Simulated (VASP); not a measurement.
Crystal: K2S.

```xyz
3
Lattice="0.0000 3.7028 3.7028 3.7028 0.0000 3.7028 3.7028 3.7028 0.0000" Properties=species:S:1:pos:R:3 pbc="T T T"
S     0.0000    0.0000    0.0000
K     1.8514    1.8514    1.8514
K     5.5541    5.5541    5.5541
```

Program: VASP 6.6.1. Alike in all runs: task single point; potentials or basis VASP PAW PBE potentials, release 64 (S, K_sv); no spin polarisation; cell as given; smearing gaussian 0.01 eV. Hardware: 1 thread of Intel(R) Xeon(R) Platinum 8259CL CPU @ 2.50GHz (Skylake/Cascade Lake), with other jobs on the host.

Problem. Order these runs on this cell by their wall time, lowest first.
A. level PBE; k mesh 6 × 6 × 6; cutoff (eV) 500
B. level r2SCAN; k mesh 6 × 6 × 6; cutoff (eV) 550
C. level HSE06; k mesh 4 × 4 × 4; cutoff (eV) 400; grid for exact exchange (PRECFOCK) Normal; screening parameter 0.2079 1/Å

Solution. A (34 s), B (120 s), C (770 s).
